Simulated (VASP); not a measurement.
# Ti (Fm-3m) in VASP: further runs

The runs below take Ti through electric field gradients, with LDA.

All numbers are computed with VASP 6.6.1; they aren't measurements. Logs are shortened: lines on timing, memory, paths and dates and some standing lists are left out, and cuts for length are marked.

**1. The cell of the first run**

The structure is cubic, space group Fm-3m (No. 225). Conventional cell: a = 4.087 Å, b = 4.087 Å, c = 4.087 Å, α = 90.00°, β = 90.00°, γ = 90.00°. Ti (site symmetry m-3m) has 12 Ti at 2.89 Å within 3.8 Å.

**2. Electric field gradients, LDA (volume scaled by 1.02)**

Contents of INCAR:

```
ALGO = Normal
EDIFF = 1E-8
ENCUT = 520
GGA = CA
ISIF = 2
ISMEAR = -1
LASPH = True
LCHARG = False
LEFG = True
LREAL = False
LWAVE = False
NBANDS = 12
NELM = 80
PREC = Accurate
SIGMA = 0.05
```

Contents of KPOINTS:

```
k-points
0
Gamma
  14 14 14
```

Contents of POSCAR:

```
Ti
1.0
    0.0000000000      2.0434441004      2.0434441004
    2.0434441004      0.0000000000      2.0434441004
    2.0434441004      2.0434441004      0.0000000000
Ti
1
Direct
    0.0000000000      0.0000000000      0.0000000000
```

Potentials or basis: VASP PAW LDA potentials, release 64 (Ti_sv).

Launch:

```sh
$ cat potpaw_LDA.64/Ti_sv/POTCAR > POTCAR
$ mpirun -np 1 vasp_std > vasp.out
```

OUTCAR:

```text
EDIFF = 1E-8
   ENCUT = 520
   GGA = CA
   ISIF = 2
   ISMEAR = -1
   LASPH = True
   LREAL = False
   NELM = 80
   PREC = Accurate

 ion  position               nearest neighbor table
   1  0.000  0.000  0.000-

  LATTYP: Found a face centered cubic cell.
 ALAT       =     4.0868882008

  Lattice vectors:

 A1 = (   0.0000000000,   2.0434441004,   2.0434441004)
 A2 = (   2.0434441004,   0.0000000000,   2.0434441004)
 A3 = (   2.0434441004,   2.0434441004,   0.0000000000)

Analysis of symmetry for initial positions (statically):
=====================================================================
 Subroutine PRICEL returns:
 Original cell was already a primitive cell.

 Routine SETGRP: Setting up the symmetry group for a
 face centered cubic supercell.

 Subroutine GETGRP returns: Found 48 space group operations
 (whereof 48 operations were pure point group operations)
 out of a pool of 48 trial point group operations.

The static configuration has the point symmetry O_h .

Analysis of symmetry for dynamics (positions and initial velocities):
=====================================================================
 Subroutine PRICEL returns:
 Original cell was already a primitive cell.

 Routine SETGRP: Setting up the symmetry group for a
 face centered cubic supercell.

 Subroutine GETGRP returns: Found 48 space group operations
 (whereof 48 operations were pure point group operations)
 out of a pool of 48 trial point group operations.

The dynamic configuration has the point symmetry O_h .

 Subroutine INISYM returns: Found 48 space group operations
 (whereof 48 operations are pure point group operations),
 and found     1 'primitive' translations

----------------------------------------------------------------------------------------

                                     Primitive cell

  volume of cell :      17.0655

  direct lattice vectors                    reciprocal lattice vectors
     0.000000000  2.043444100  2.043444100    -0.244684941  0.244684941  0.244684941
     2.043444100  0.000000000  2.043444100     0.244684941 -0.244684941  0.244684941
     2.043444100  2.043444100  0.000000000     0.244684941  0.244684941 -0.244684941

  length of vectors
     2.889866361  2.889866361  2.889866361     0.423806750  0.423806750  0.423806750

  position of ions in fractional coordinates (direct lattice)
     0.000000000  0.000000000  0.000000000

  ion indices of the primitive-cell ions
   primitive index   ion index
                 1           1

----------------------------------------------------------------------------------------

 KPOINTS: k-points

Automatic generation of k-mesh.
 Grid dimensions read from file:
 generate k-points for:   14   14   14

 Generating k-lattice:

  Cartesian coordinates                     Fractional coordinates (reciprocal lattice)
    -0.017477496  0.017477496  0.017477496     0.071428571  0.000000000  0.000000000
     0.017477496 -0.017477496  0.017477496     0.000000000  0.071428571  0.000000000
     0.017477496  0.017477496 -0.017477496     0.000000000  0.000000000  0.071428571

  Length of vectors
     0.030271911  0.030271911  0.030271911

  Shift w.r.t. Gamma in fractional coordinates (k-lattice)
     0.000000000  0.000000000  0.000000000

 Subroutine IBZKPT returns following result:
 ===========================================

 Found    104 irreducible k-points:

 Following reciprocal coordinates:
            Coordinates               Weight
  0.000000  0.000000  0.000000      1.000000
  0.071429  0.000000  0.000000      8.000000
  0.142857  0.000000  0.000000      8.000000
  0.214286  0.000000  0.000000      8.000000
  0.285714  0.000000  0.000000      8.000000
  0.357143  0.000000  0.000000      8.000000
[... 16 lines left out ...]
  0.214286  0.142857  0.000000     24.000000
  0.285714  0.142857  0.000000     24.000000
 [... further k-points ...]
   k-points           NKPTS =    104   k-points in BZ     NKDIM =    104   number of bands    NBANDS=     12
   number of dos      NEDOS =    301   number of ions     NIONS =      1
   total plane-waves  NPLWV =  13824
   dimension x,y,z NGX =    24 NGY =   24 NGZ =   24
   dimension x,y,z NGXF=    48 NGYF=   48 NGZF=   48
   ions per type =               1
   NGX,Y,Z   is equivalent  to a cutoff of  13.81, 13.81, 13.81 a.u.
   NGXF,Y,Z  is equivalent  to a cutoff of  27.61, 27.61, 27.61 a.u.
 SYSTEM =  unknown system
   PREC   = accura    normal or accurate (medium, high low for compatibility)
   ISTART =      0    job   : 0-new  1-cont  2-samecut
   ICHARG =      2    charge: 1-file 2-atom 10-const
   ISPIN  =      1    spin polarized calculation?
   LNONCOLLINEAR =      F non collinear calculations
   LSORBIT =      F    spin-orbit coupling
   LASPH  =      T    aspherical Exc in radial PAW
   ENCUT  =  520.0 eV  38.22 Ry    6.18 a.u.   5.37  5.37  5.37*2*pi/ulx,y,z
   NELM   =     80;   NELMIN=  2; NELMDL= -5     # of ELM steps
   EDIFF  = 0.1E-07   stopping-criterion for ELM
   LREAL  =      F    real-space projection
   EDIFFG = 0.1E-06   stopping-criterion for IOM
   NSW    =      0    number of steps for IOM
   IBRION =     -1    ionic relax: 0-MD 1-quasi-New 2-CG
   NFREE  =      0    steps in history (QN), initial steepest desc. (CG)
   ISIF   =      2    stress and relaxation
   ISYM   =      2    0-nonsym 1-usesym 2-fastsym
   POTIM  = 0.5000    time-step for ionic-motion
   TEBEG  =    0.0;   TEEND  =   0.0 temperature during run
   PSTRESS=    0.0 pullay stress
   NELECT =      12.0000    total number of electrons
   NUPDOWN=      -1.0000    fix difference up-down
   EMIN   =  10.00;   EMAX   =-10.00  energy-range for DOS
   EFERMI =   0.00;   METHOD = LEGACY
   ISMEAR =    -1;   SIGMA  =   0.05  broadening in eV -4-tet -1-fermi 0-gaus
   EFERMI_NEDOS =   21; number of points for ismear=-14 and -15
   IALGO  =     38    algorithm
   IMIX   =      4    mixing-type and parameters
     AMIX     =   0.40;   BMIX     =  1.00
     AMIX_MAG =   1.60;   BMIX_MAG =  1.00
  volume/ion in A,a.u.               =      17.07       115.16
  Fermi-wavevector in a.u.,A,eV,Ry     =   1.455780  2.751026 28.834774  2.119296
  Thomas-Fermi vector in A             =   2.572775
   LORBIT       =      0    0 simple, 1 ext, 2 COOP (PROOUT), +10 PAW based schemes
   GGA     = CA    functional components
   LHFCALC =     F    Hartree Fock is set to
   AEXX    =    0.0000 exact exchange contribution
   IVDW    =     0    specifies the selected vdW correction
   LEPSILON=     F    determine dielectric tensor
   LRPA    =     F    only Hartree local field effects (RPA)
 non-spin polarized calculation
  energy-cutoff  :      520.00
  volume of cell :       17.07
 maximum number of plane-waves:       475
 NGX is ok and might be reduce to    24
   NGX = 11   NGY = 11   NGZ = 11

 number of electron      12.0000003 magnetization

 Free energy of the ion-electron system (eV)
  ---------------------------------------------------
  ext. energy  EPLUGINS =         0.00000000
  ---------------------------------------------------
  free energy    TOTEN  =        -8.48101854 eV

  energy without entropy =       -8.46569789  energy(sigma->0) =       -8.47335822

 E-fermi :   8.1666     XC(G=0): -11.8690

 val. band max:        8.1476675101   @ k =  -0.3571   0.3571   0.1429
 cond. band min:       8.1676541992   @ k =  -0.4286   0.2857   0.1429
 fundamental gap:      0.0199866890
 Fermi energy:         8.1666047821

 k-point     1 :       0.0000    0.0000    0.0000
  band No.  band energies     occupation
      1     -47.8204      2.00000
      2     -24.0281      2.00000
      3     -24.0281      2.00000
      4     -24.0281      2.00000
      5       2.1128      2.00000
      6       9.0250      0.00000
      7       9.0250      0.00000
      8       9.0250      0.00000
      9      10.6692      0.00000
     10      10.6692      0.00000
     11      23.6157      0.00000
     12      28.0913      0.00000

 k-point     2 :       0.0714    0.0000    0.0000
  band No.  band energies     occupation
      1     -47.8136      2.00000
      2     -24.0658      2.00000
      3     -24.0328      2.00000
      4     -24.0328      2.00000
      5       2.2808      2.00000
      6       8.9227      0.00000
      7       9.0857      0.00000
      8       9.0857      0.00000
      9      10.6306      0.00000
     10      10.6306      0.00000
     11      23.7538      0.00000
     12      26.8744      0.00000
[... 316 lines left out ...]
 k-point    24 :       0.2857    0.1429    0.0000
  band No.  band energies     occupation
      1     -47.7384      2.00000
      2     -24.3950      2.00000
      3     -24.1247      2.00000
      4     -24.1175      2.00000
      5       4.2585      2.00000
      6       7.8790      1.99367
      7       9.1608      0.00000
      8       9.6769      0.00000
      9      10.4489      0.00000
     10      11.1883      0.00000
     11      21.9711      0.00000
     12      24.4889      0.00000

 [... further k-points ...]
[... 5 lines left out ...]
  --------------------------------------------------------------------------------------
  -------------------------------------------------------------------------------------
  Total       -0.7434653     -0.7434653     -0.7434653      0.0000000      0.0000000      0.0000000
  in kB      -69.7996115    -69.7996115    -69.7996115      0.0000000      0.0000000      0.0000000
  external PRESSURE =     -69.7996115 kB  Pullay stress =       0.0000000 kB

 VOLUME and BASIS-vectors are now :
 -----------------------------------------------------------------------------
  energy-cutoff  :      520.00
  volume of cell :       17.07
      direct lattice vectors                 reciprocal lattice vectors
     0.000000000  2.043444100  2.043444100    -0.244684941  0.244684941  0.244684941
     2.043444100  0.000000000  2.043444100     0.244684941 -0.244684941  0.244684941
     2.043444100  2.043444100  0.000000000     0.244684941  0.244684941 -0.244684941

 POSITION                                       TOTAL-FORCE (eV/Angst)
 -----------------------------------------------------------------------------------
      0.00000      0.00000      0.00000         0.000000     -0.000000      0.000000
 -----------------------------------------------------------------------------------
    total drift:                                0.000000      0.000000     -0.000000

  FREE ENERGIE OF THE ION-ELECTRON SYSTEM (eV)
  ---------------------------------------------------
  free  energy   TOTEN  =        -8.4810185404 eV

  energy  without entropy=       -8.4656978928  energy(sigma->0) =       -8.47335822

 Electric field gradients (V/A^2)
---------------------------------------------------------------------
 ion       V_xx      V_yy      V_zz      V_xy      V_xz      V_yz
---------------------------------------------------------------------
   1      -0.000    -0.000    -0.000    -0.000    -0.000    -0.000
---------------------------------------------------------------------

 Electric field gradients after diagonalization (V/A^2)
 (convention: |V_zz| > |V_xx| > |V_yy|)
----------------------------------------------------------------------
 ion       V_xx      V_yy      V_zz     asymmetry (V_yy - V_xx)/ V_zz
----------------------------------------------------------------------
   1       0.000     0.000    -0.000       0.000
----------------------------------------------------------------------

           NMR quadrupolar parameters

 Cq : quadrupolar parameter    Cq=e*Q*V_zz/h
 eta: asymmetry parameters     (V_yy - V_xx)/ V_zz
 Q  : nuclear electric quadrupole moment in mb (millibarn)
----------------------------------------------------------------------
 ion       Cq(MHz)       eta       Q (mb)
----------------------------------------------------------------------
   1      -0.000       0.000       1.000
----------------------------------------------------------------------
```

Run time: 14 s. Hardware: 1 thread of Intel Xeon 6975P-C, shared host; peak memory 0.14 GiB.

What came out:

- Free energy: -8.4810 eV
- Pressure: -7.0 GPa
- Band gap on the k mesh: zero (band 6 reaches 9.03 eV, above the bottom of band 7 at 7.75 eV)

Levels at points of the mesh, in eV from the Fermi level:
| k point | band 4 | band 5 | band 6 | band 7 | band 8 | band 9 |
| --- | --- | --- | --- | --- | --- | --- |
| (0.00, 0.00, 0.00) | -32.19 | -6.05 | 0.86 | 0.86 | 0.86 | 2.50 |
| (0.50, 0.00, 0.00) | -32.29 | -2.62 | 0.73 | 0.73 | 0.79 | 3.63 |
| (0.50, 0.50, 0.00) | -32.45 | -2.64 | -1.77 | 3.00 | 3.60 | 3.93 |

Caveat: without QUAD_EFG the Cq values of the log hold for a quadrupole moment of 1 mb, not for the nuclei.

**3. Electric field gradients, LDA (volume scaled by 1.02)**

Contents of INCAR:

```
SYSTEM = Ti
PREC     = Accurate       ! precision mode
ENCUT    = 520            ! plane-wave cutoff, eV
EDIFF    = 1E-8           ! SCF threshold, eV
ISMEAR   = -1             ! smearing method
SIGMA    = 0.05           ! smearing width, eV
LREAL    = .False.        ! projectors in reciprocal space
LASPH    = .True.         ! aspherical terms in the spheres
NELM     = 80             ! most SCF steps
ALGO     = Normal         ! electronic algorithm
ISIF     = 2              ! what is computed and relaxed
LWAVE    = .False.        ! write WAVECAR
LCHARG   = .False.        ! write CHGCAR
GGA      = CA             ! functional
LEFG     = .True.       
NBANDS   = 12             ! bands
```

Contents of KPOINTS:

```
Automatic mesh
0
Gamma
  14 14 14
  0 0 0
```

POSCAR is that of step 2.

Potentials or basis: VASP PAW LDA potentials, release 64 (Ti_sv).

Launch:

```sh
$ cat potpaw_LDA.64/Ti_sv/POTCAR > POTCAR
$ mpirun -np 1 vasp_std > vasp.out
```

OUTCAR:

```text
SYSTEM = Ti
   PREC = Accurate
   ENCUT = 520
   EDIFF = 1E-8
   ISMEAR = -1
   LREAL = .False.
   LASPH = .True.
   NELM = 80
   ISIF = 2
   GGA = CA

 ion  position               nearest neighbor table
   1  0.000  0.000  0.000-

  LATTYP: Found a face centered cubic cell.
 ALAT       =     4.0868882008

  Lattice vectors:

 A1 = (   0.0000000000,   2.0434441004,   2.0434441004)
 A2 = (   2.0434441004,   0.0000000000,   2.0434441004)
 A3 = (   2.0434441004,   2.0434441004,   0.0000000000)

Analysis of symmetry for initial positions (statically):
=====================================================================
 Subroutine PRICEL returns:
 Original cell was already a primitive cell.

 Routine SETGRP: Setting up the symmetry group for a
 face centered cubic supercell.

 Subroutine GETGRP returns: Found 48 space group operations
 (whereof 48 operations were pure point group operations)
 out of a pool of 48 trial point group operations.

The static configuration has the point symmetry O_h .

Analysis of symmetry for dynamics (positions and initial velocities):
=====================================================================
 Subroutine PRICEL returns:
 Original cell was already a primitive cell.

 Routine SETGRP: Setting up the symmetry group for a
 face centered cubic supercell.

 Subroutine GETGRP returns: Found 48 space group operations
 (whereof 48 operations were pure point group operations)
 out of a pool of 48 trial point group operations.

The dynamic configuration has the point symmetry O_h .

 Subroutine INISYM returns: Found 48 space group operations
 (whereof 48 operations are pure point group operations),
[... 152 lines left out ...]
      2     -24.0281      2.00000
      3     -24.0281      2.00000
      4     -24.0281      2.00000
      5       2.1128      2.00000
      6       9.0250      0.00000
      7       9.0250      0.00000
      8       9.0250      0.00000
      9      10.6692      0.00000
     10      10.6692      0.00000
     11      23.6157      0.00000
     12      28.0913      0.00000
[... 331 lines left out ...]
 k-point    24 :       0.2857    0.1429    0.0000
  band No.  band energies     occupation
      1     -47.7384      2.00000
      2     -24.3950      2.00000
      3     -24.1247      2.00000
      4     -24.1175      2.00000
      5       4.2585      2.00000
      6       7.8790      1.99367
      7       9.1608      0.00000
      8       9.6769      0.00000
      9      10.4489      0.00000
     10      11.1883      0.00000
     11      21.9711      0.00000
     12      24.4889      0.00000

 [... further k-points ...]
[... 5 lines left out ...]
  --------------------------------------------------------------------------------------
  -------------------------------------------------------------------------------------
  Total       -0.7434653     -0.7434653     -0.7434653      0.0000000      0.0000000      0.0000000
  in kB      -69.7996115    -69.7996115    -69.7996115      0.0000000      0.0000000      0.0000000
  external PRESSURE =     -69.7996115 kB  Pullay stress =       0.0000000 kB

 VOLUME and BASIS-vectors are now :
 -----------------------------------------------------------------------------
  energy-cutoff  :      520.00
  volume of cell :       17.07
      direct lattice vectors                 reciprocal lattice vectors
     0.000000000  2.043444100  2.043444100    -0.244684941  0.244684941  0.244684941
     2.043444100  0.000000000  2.043444100     0.244684941 -0.244684941  0.244684941
     2.043444100  2.043444100  0.000000000     0.244684941  0.244684941 -0.244684941

 POSITION                                       TOTAL-FORCE (eV/Angst)
 -----------------------------------------------------------------------------------
      0.00000      0.00000      0.00000         0.000000     -0.000000      0.000000
 -----------------------------------------------------------------------------------
    total drift:                                0.000000      0.000000     -0.000000

  FREE ENERGIE OF THE ION-ELECTRON SYSTEM (eV)
  ---------------------------------------------------
  free  energy   TOTEN  =        -8.4810185404 eV

  energy  without entropy=       -8.4656978928  energy(sigma->0) =       -8.47335822

 Electric field gradients (V/A^2)
---------------------------------------------------------------------
 ion       V_xx      V_yy      V_zz      V_xy      V_xz      V_yz
---------------------------------------------------------------------
   1      -0.000    -0.000    -0.000    -0.000    -0.000    -0.000
---------------------------------------------------------------------

 Electric field gradients after diagonalization (V/A^2)
 (convention: |V_zz| > |V_xx| > |V_yy|)
----------------------------------------------------------------------
 ion       V_xx      V_yy      V_zz     asymmetry (V_yy - V_xx)/ V_zz
----------------------------------------------------------------------
   1       0.000     0.000    -0.000       0.000
----------------------------------------------------------------------

           NMR quadrupolar parameters

 Cq : quadrupolar parameter    Cq=e*Q*V_zz/h
 eta: asymmetry parameters     (V_yy - V_xx)/ V_zz
 Q  : nuclear electric quadrupole moment in mb (millibarn)
----------------------------------------------------------------------
 ion       Cq(MHz)       eta       Q (mb)
----------------------------------------------------------------------
   1      -0.000       0.000       1.000
----------------------------------------------------------------------
```

Wall time 14 s (1 thread of Intel Xeon 6975P-C, shared host); peak memory 0.14 GiB.

What came out:

* Free energy: -8.4810 eV
* Pressure: -7.0 GPa
* Band gap on the k mesh: zero (band 6 reaches 9.03 eV, above the bottom of band 7 at 7.75 eV)

Caveat: without QUAD_EFG the Cq values of the log hold for a quadrupole moment of 1 mb, not for the nuclei.

[end of part 1 of 2]
